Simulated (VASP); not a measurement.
# SiO2 (Pmma) in VASP: a series of runs

Runs on SiO2. Level: r2SCAN. Tasks: single point.

Program: VASP 6.6.1. These are calculated values, not measurements. Logs are shortened: lines on timing, memory, paths and dates and some standing lists are left out, and cuts for length are marked.

## 1. The cell of the first run

Symmetry: Pmma, No. 51, orthorhombic system. The conventional cell has a = 5.154 Å, b = 6.841 Å, c = 7.898 Å, α = 90.00°, β = 90.00°, γ = 90.00°. Within 2.1 Å of Si (site symmetry m) lie 4 O at 1.57 to 1.59 Å. Si (site symmetry mm2) has 4 O at 1.56 to 1.59 Å within 2.1 Å. O (site symmetry 2) has 2 Si at 1.59 Å within 2.1 Å. Within 2.1 Å of O (site symmetry mm2) lie 2 Si at 1.57 Å. Within 2.1 Å of O (site symmetry m) lie 2 Si at 1.58 to 1.59 Å. Within 2.1 Å of O (site symmetry 2/m) lie 2 Si at 1.56 Å.

## 2. Single point, r2SCAN (15.47 Å³/atom)

Input file POSCAR:

```
SiO2
1.0
    5.1540039684      0.0000000000      0.0000000000
    0.0000000000      6.8414179291      0.0000000000
    0.0000000000      0.0000000000      7.8982665416
Si O
6 12
Direct
    0.2500000000      0.2300834076      0.0938635779
    0.7500000000      0.7699165924      0.9061364221
    0.7500000000      0.2300834076      0.9061364221
    0.2500000000      0.7699165924      0.0938635779
    0.2500000000      0.5000000000      0.3887794200
    0.7500000000      0.5000000000      0.6112205800
    0.0000000000      0.3115944081      0.0000000000
    0.5000000000      0.6884055919      0.0000000000
    0.0000000000      0.6884055919      0.0000000000
    0.5000000000      0.3115944081      0.0000000000
    0.2500000000      0.0000000000      0.0915075739
    0.7500000000      0.0000000000      0.9084924261
    0.2500000000      0.3000965613      0.2849962750
    0.7500000000      0.6999034387      0.7150037250
    0.7500000000      0.3000965613      0.7150037250
    0.2500000000      0.6999034387      0.2849962750
    0.5000000000      0.5000000000      0.5000000000
    0.0000000000      0.5000000000      0.5000000000
```

Input file INCAR.step1:

```
PREC     = Accurate       # precision mode
ENCUT    = 520            # plane-wave cutoff, eV
ISMEAR   = 0              # smearing method
SIGMA    = 0.02           # smearing width, eV
LREAL    = Auto         
LASPH    = True           # aspherical terms in the spheres
NELM     = 80             # most SCF steps
NBANDS   = 63             # bands
GGA      = PE             # functional
ALGO     = Normal         # electronic algorithm
EDIFF    = 1E-4           # SCF threshold, eV
LWAVE    = True           # write WAVECAR
LCHARG   = False          # write CHGCAR
```

Input file INCAR.step2:

```
PREC     = Accurate       # precision mode
ENCUT    = 520            # plane-wave cutoff, eV
EDIFF    = 1E-6           # SCF threshold, eV
ISMEAR   = 0              # smearing method
SIGMA    = 0.02           # smearing width, eV
LREAL    = Auto         
LASPH    = True           # aspherical terms in the spheres
NELM     = 80             # most SCF steps
ALGO     = Normal         # electronic algorithm
ISIF     = 2              # what is computed and relaxed
LWAVE    = False          # write WAVECAR
LCHARG   = False          # write CHGCAR
METAGGA  = R2SCAN         # meta-GGA
LMIXTAU  = True         
NBANDS   = 63             # bands
ISTART   = 1
```

Input file KPOINTS:

```
Automatic mesh
0
Gamma
  4 4 4
```

Potentials or basis: VASP PAW PBE potentials, release 64 (Si, O).

The run is started by

```sh
$ cat potpaw_PBE.64/Si/POTCAR potpaw_PBE.64/O/POTCAR > POTCAR
$ cp INCAR.step1 INCAR
$ mpirun -np 1 vasp_std > vasp.out
$ cp INCAR.step2 INCAR
$ mpirun -np 1 vasp_std > vasp.out
```

OUTCAR:

```text
PREC = Accurate
   ENCUT = 520
   EDIFF = 1E-6
   ISMEAR = 0
   LREAL = Auto
   LASPH = True
   NELM = 80
   ISIF = 2
   METAGGA = R2SCAN
   ISTART = 1

 ion  position               nearest neighbor table
   1  0.250  0.230  0.094-  11 1.57  13 1.58   7 1.59  10 1.59   5 2.97   3 2.97   3 2.97   4 3.15

   2  0.750  0.770  0.906-  12 1.57  14 1.58   8 1.59   9 1.59   6 2.97   4 2.97   4 2.97   3 3.15

   3  0.750  0.230  0.906-  12 1.57  15 1.58   7 1.59  10 1.59   6 2.97   1 2.97   1 2.97   2 3.15

   4  0.250  0.770  0.094-  11 1.57  16 1.58   8 1.59   9 1.59   5 2.97   2 2.97   2 2.97   1 3.15

   5  0.250  0.500  0.389-  17 1.56  18 1.56  13 1.59  16 1.59   1 2.97   4 2.97   6 3.12   6 3.12

   6  0.750  0.500  0.611-  17 1.56  18 1.56  14 1.59  15 1.59   2 2.97   3 2.97   5 3.12   5 3.12

   7  0.000  0.312  0.000-   1 1.59   3 1.59
   8  0.500  0.688  0.000-   2 1.59   4 1.59
   9  0.000  0.688  0.000-   2 1.59   4 1.59
  10  0.500  0.312  0.000-   1 1.59   3 1.59
  11  0.250  0.000  0.092-   1 1.57   4 1.57
  12  0.750  0.000  0.908-   2 1.57   3 1.57
  13  0.250  0.300  0.285-   1 1.58   5 1.59
  14  0.750  0.700  0.715-   2 1.58   6 1.59
  15  0.750  0.300  0.715-   3 1.58   6 1.59
  16  0.250  0.700  0.285-   4 1.58   5 1.59
  17  0.500  0.500  0.500-   5 1.56   6 1.56
  18  0.000  0.500  0.500-   5 1.56   6 1.56

  LATTYP: Found a simple orthorhombic cell.
 ALAT       =     5.1540039684
 B/A-ratio  =     1.3273986538
 C/A-ratio  =     1.5324525534

  Lattice vectors:

 A1 = (   5.1540039684,   0.0000000000,   0.0000000000)
 A2 = (   0.0000000000,   6.8414179291,   0.0000000000)
 A3 = (   0.0000000000,   0.0000000000,   7.8982665416)

Analysis of symmetry for initial positions (statically):
=====================================================================
 Subroutine PRICEL returns:
 Original cell was already a primitive cell.

 Routine SETGRP: Setting up the symmetry group for a
 simple orthorhombic supercell.

 Subroutine GETGRP returns: Found  8 space group operations
 (whereof  4 operations were pure point group operations)
 out of a pool of  8 trial point group operations.

The static configuration has the point symmetry C_2h.
 The point group associated with its full space group is D_2h.

Analysis of symmetry for dynamics (positions and initial velocities):
=====================================================================
 Subroutine PRICEL returns:
 Original cell was already a primitive cell.

 Routine SETGRP: Setting up the symmetry group for a
 simple orthorhombic supercell.

 Subroutine GETGRP returns: Found  8 space group operations
 (whereof  4 operations were pure point group operations)
 out of a pool of  8 trial point group operations.

The dynamic configuration has the point symmetry C_2h.
 The point group associated with its full space group is D_2h.

 Subroutine INISYM returns: Found  8 space group operations
 (whereof  4 operations are pure point group operations),
 and found     1 'primitive' translations

----------------------------------------------------------------------------------------

                                     Primitive cell

  volume of cell :     278.4984

  direct lattice vectors                    reciprocal lattice vectors
     5.154003968  0.000000000  0.000000000     0.194023910  0.000000000  0.000000000
     0.000000000  6.841417929  0.000000000     0.000000000  0.146168530  0.000000000
     0.000000000  0.000000000  7.898266542     0.000000000  0.000000000  0.126610060

  length of vectors
     5.154003968  6.841417929  7.898266542     0.194023910  0.146168530  0.126610060

  position of ions in fractional coordinates (direct lattice)
     0.250000000  0.230083408  0.093863578
     0.750000000  0.769916592  0.906136422
     0.750000000  0.230083408  0.906136422
     0.250000000  0.769916592  0.093863578
     0.250000000  0.500000000  0.388779420
     0.750000000  0.500000000  0.611220580
[... 10 lines left out ...]
     0.500000000  0.500000000  0.500000000
     0.000000000  0.500000000  0.500000000

  ion indices of the primitive-cell ions
   primitive index   ion index
                 1           1
                 2           2
                 3           3
                 4           4
                 5           5
                 6           6
[... 10 lines left out ...]
                17          17
                18          18

----------------------------------------------------------------------------------------

 KPOINTS: Automatic mesh

Automatic generation of k-mesh.
 Grid dimensions read from file:
 generate k-points for:    4    4    4

 Generating k-lattice:

  Cartesian coordinates                     Fractional coordinates (reciprocal lattice)
     0.048505977  0.000000000  0.000000000     0.250000000  0.000000000  0.000000000
     0.000000000  0.036542132  0.000000000     0.000000000  0.250000000  0.000000000
     0.000000000  0.000000000  0.031652515     0.000000000  0.000000000  0.250000000

  Length of vectors
     0.048505977  0.036542132  0.031652515

  Shift w.r.t. Gamma in fractional coordinates (k-lattice)
     0.000000000  0.000000000  0.000000000

 Subroutine IBZKPT returns following result:
 ===========================================

 Found     27 irreducible k-points:

 Following reciprocal coordinates:
            Coordinates               Weight
  0.000000  0.000000  0.000000      1.000000
  0.250000  0.000000  0.000000      2.000000
  0.500000  0.000000  0.000000      1.000000
  0.000000  0.250000  0.000000      2.000000
  0.250000  0.250000  0.000000      4.000000
  0.500000  0.250000  0.000000      2.000000
[... 16 lines left out ...]
  0.250000  0.250000  0.500000      4.000000
  0.500000  0.250000  0.500000      2.000000
 [... further k-points ...]
   k-points           NKPTS =     27   k-points in BZ     NKDIM =     27   number of bands    NBANDS=     63
   number of dos      NEDOS =    301   number of ions     NIONS =     18
   total plane-waves  NPLWV = 129600
   dimension x,y,z NGX =    40 NGY =   54 NGZ =   60
   dimension x,y,z NGXF=    80 NGYF=  108 NGZF=  120
   ions per type =               6  12
   NGX,Y,Z   is equivalent  to a cutoff of  12.90, 13.12, 12.63 a.u.
   NGXF,Y,Z  is equivalent  to a cutoff of  25.80, 26.24, 25.26 a.u.
 SYSTEM =  unknown system
   PREC   = accura    normal or accurate (medium, high low for compatibility)
   ISTART =      1    job   : 0-new  1-cont  2-samecut
   ICHARG =      0    charge: 1-file 2-atom 10-const
   ISPIN  =      1    spin polarized calculation?
   LNONCOLLINEAR =      F non collinear calculations
   LSORBIT =      F    spin-orbit coupling
   LASPH  =      T    aspherical Exc in radial PAW
   ENCUT  =  520.0 eV  38.22 Ry    6.18 a.u.   9.58 12.72 14.69*2*pi/ulx,y,z
   NELM   =     80;   NELMIN=  2; NELMDL=  0     # of ELM steps
   EDIFF  = 0.1E-05   stopping-criterion for ELM
   LREAL  =      T    real-space projection
   EDIFFG = 0.1E-04   stopping-criterion for IOM
   NSW    =      0    number of steps for IOM
   IBRION =     -1    ionic relax: 0-MD 1-quasi-New 2-CG
   NFREE  =      0    steps in history (QN), initial steepest desc. (CG)
   ISIF   =      2    stress and relaxation
   ISYM   =      2    0-nonsym 1-usesym 2-fastsym
   POTIM  = 0.5000    time-step for ionic-motion
   TEBEG  =    0.0;   TEEND  =   0.0 temperature during run
   PSTRESS=    0.0 pullay stress
   NELECT =      96.0000    total number of electrons
   NUPDOWN=      -1.0000    fix difference up-down
   EMIN   =  10.00;   EMAX   =-10.00  energy-range for DOS
   EFERMI =   0.00;   METHOD = LEGACY
   ISMEAR =     0;   SIGMA  =   0.02  broadening in eV -4-tet -1-fermi 0-gaus
   EFERMI_NEDOS =   21; number of points for ismear=-14 and -15
   IALGO  =     38    algorithm
   IMIX   =      4    mixing-type and parameters
     AMIX     =   0.40;   BMIX     =  1.00
     AMIX_MAG =   1.60;   BMIX_MAG =  1.00
  volume/ion in A,a.u.               =      15.47       104.41
  Fermi-wavevector in a.u.,A,eV,Ry     =   1.147866  2.169151 17.926973  1.317595
  Thomas-Fermi vector in A             =   2.284543
   LORBIT       =      0    0 simple, 1 ext, 2 COOP (PROOUT), +10 PAW based schemes
   METAGGA = R2SCAN    functional components
   LHFCALC =     F    Hartree Fock is set to
   AEXX    =    0.0000 exact exchange contribution
   IVDW    =     0    specifies the selected vdW correction
   LEPSILON=     F    determine dielectric tensor
   LRPA    =     F    only Hartree local field effects (RPA)
 non-spin polarized calculation
 Gauss-broadening in eV      SIGMA  =   0.02
  energy-cutoff  :      520.00
  volume of cell :      278.50
 maximum number of plane-waves:      7562
 NGX is ok and might be reduce to    40
   NGX = 19   NGY = 25   NGZ = 29

 number of electron      96.0000016 magnetization

 Free energy of the ion-electron system (eV)
  ---------------------------------------------------
  ext. energy  EPLUGINS =         0.00000000
  ---------------------------------------------------
  free energy    TOTEN  =      -177.30331384 eV

  energy without entropy =     -177.30331384  energy(sigma->0) =     -177.30331384

 E-fermi :  -0.5260     XC(G=0):  -8.1012

 val. band max:       -0.6546176198   @ k =   0.0000   0.0000   0.5000
 cond. band min:       5.5586834568   @ k =   0.0000   0.0000   0.0000
 fundamental gap:      6.2133010767
 Fermi energy:        -0.5260497828

 k-point     1 :       0.0000    0.0000    0.0000
  band No.  band energies     occupation
      1     -21.7312      2.00000
      2     -20.9453      2.00000
      3     -20.8486      2.00000
      4     -20.6533      2.00000
      5     -19.8175      2.00000
      6     -19.7878      2.00000
[... 52 lines left out ...]
     59      10.3370      0.00000
     60      10.3958      0.00000

 k-point     2 :       0.2500    0.0000    0.0000
  band No.  band energies     occupation
      1     -21.5970      2.00000
      2     -20.8435      2.00000
      3     -20.8043      2.00000
      4     -20.7108      2.00000
      5     -20.0070      2.00000
      6     -19.9729      2.00000
[... 52 lines left out ...]
     59      10.4227      0.00000
     60      10.5609      0.00000

 k-point     3 :       0.5000    0.0000    0.0000
  band No.  band energies     occupation
      1     -21.2461      2.00000
      2     -21.2461      2.00000
      3     -20.4350      2.00000
      4     -20.4350      2.00000
      5     -20.3557      2.00000
      6     -20.3557      2.00000
[... 1312 lines left out ...]
     59      10.3180      0.00000
     60      10.3402      0.00000

 k-point    24 :       0.5000    0.2500    0.5000
  band No.  band energies     occupation
      1     -21.1695      2.00000
      2     -21.1695      2.00000
      3     -20.6766      2.00000
      4     -20.6766      2.00000
      5     -20.2304      2.00000
      6     -20.2304      2.00000
[... 52 lines left out ...]
     59      10.6454      0.00000
     60      10.6454      0.00000

 [... further k-points ...]

 [bands above 60 left out]

------------------------ aborting loop because EDIFF is reached ----------------------------------------

  FORCE on cell =-STRESS in cart. coord.  units (eV):
  Direction    XX          YY          ZZ          XY          YZ          ZX
  --------------------------------------------------------------------------------------
  -------------------------------------------------------------------------------------
  Total       19.7452314     19.5764614     19.7370511      0.0000000      0.0000000      0.0000000
  in kB      113.5926300    112.6217105    113.5455694      0.0000000      0.0000000      0.0000000
  external PRESSURE =     113.2533033 kB  Pullay stress =       0.0000000 kB

 VOLUME and BASIS-vectors are now :
 -----------------------------------------------------------------------------
  energy-cutoff  :      520.00
  volume of cell :      278.50
      direct lattice vectors                 reciprocal lattice vectors
     5.154003968  0.000000000  0.000000000     0.194023910  0.000000000  0.000000000
     0.000000000  6.841417929  0.000000000     0.000000000  0.146168530  0.000000000
     0.000000000  0.000000000  7.898266542     0.000000000  0.000000000  0.126610060

 POSITION                                       TOTAL-FORCE (eV/Angst)
 -----------------------------------------------------------------------------------
      1.28850      1.57410      0.74136        -0.000000      0.002737      0.009112
      3.86550      5.26732      7.15691        -0.000000     -0.002737     -0.009112
      3.86550      1.57410      7.15691        -0.000000      0.002737     -0.009112
      1.28850      5.26732      0.74136        -0.000000     -0.002737      0.009112
      1.28850      3.42071      3.07068        -0.000000      0.000000      0.080735
      3.86550      3.42071      4.82758        -0.000000      0.000000     -0.080735
[... 10 lines left out ...]
      2.57700      3.42071      3.94913        -0.000000      0.000000      0.000000
      0.00000      3.42071      3.94913        -0.000000      0.000000      0.000000
 -----------------------------------------------------------------------------------
    total drift:                                0.000000      0.000000      0.000000

  FREE ENERGIE OF THE ION-ELECTRON SYSTEM (eV)
  ---------------------------------------------------
  free  energy   TOTEN  =      -177.3033138442 eV

  energy  without entropy=     -177.3033138442  energy(sigma->0) =     -177.30331384
```

Run time: 14 min. Hardware: 1 thread of Intel Xeon 6975P-C (Granite Rapids), shared host; peak memory 0.53 GiB.

What came out:

```
Free energy            : -177.3033 eV
Pressure               : 11.3 GPa
Largest force          : 0.081 eV/Å
Band gap on the k mesh : 6.21 eV (least direct gap 6.31 eV)
```

Forces in eV/Å, atoms in the order of the input:
```
Si   0.000  0.003  0.009
Si   0.000 -0.003 -0.009
Si   0.000  0.003 -0.009
Si   0.000 -0.003  0.009
Si   0.000  0.000  0.081
Si   0.000  0.000 -0.081
O    0.000 -0.006  0.000
O    0.000  0.006  0.000
O    0.000  0.006  0.000
O    0.000 -0.006  0.000
O    0.000  0.000 -0.002
O    0.000  0.000  0.002
O    0.000  0.000  0.000
O    0.000  0.000  0.000
O    0.000  0.000  0.000
O    0.000  0.000  0.000
O    0.000  0.000  0.000
O    0.000  0.000  0.000
```

Stress tensor (GPa, compression positive):
```
11.36  0.00  0.00
 0.00 11.26  0.00
 0.00  0.00 11.35
```

Levels at points of the mesh, in eV from the valence-band top:
| k point | band 45 | band 46 | band 47 | band 48 | band 49 | band 50 | band 51 | band 52 |
| --- | --- | --- | --- | --- | --- | --- | --- | --- |
| (0.00, 0.00, 0.00) | -0.90 | -0.62 | -0.39 | -0.09 | 6.21 | 8.72 | 9.28 | 9.42 |
| (0.50, 0.00, 0.00) | -0.97 | -0.97 | -0.54 | -0.54 | 8.08 | 8.08 | 9.60 | 9.60 |
| (0.00, 0.50, 0.00) | -0.64 | -0.39 | -0.16 | -0.09 | 7.31 | 7.40 | 8.95 | 9.28 |
| (0.50, 0.50, 0.00) | -0.62 | -0.62 | -0.42 | -0.42 | 8.55 | 8.55 | 8.97 | 8.97 |
| (0.00, 0.00, 0.50) | -0.97 | -0.61 | -0.40 | 0.00 | 6.96 | 7.26 | 9.29 | 9.59 |
| (0.50, 0.00, 0.50) | -1.01 | -1.01 | -0.90 | -0.90 | 8.49 | 8.49 | 8.77 | 8.77 |
| (0.00, 0.50, 0.50) | -0.61 | -0.43 | -0.19 | 0.00 | 7.74 | 8.11 | 8.12 | 8.25 |
| (0.50, 0.50, 0.50) | -0.81 | -0.81 | -0.48 | -0.48 | 8.73 | 8.73 | 9.06 | 9.06 |

Caveat: the cell stands under pressure; the PAW data sets were made with another functional, which shifts forces and pressure a little. A k mesh can miss the band edges.

(Continued in part 2 of 2.)
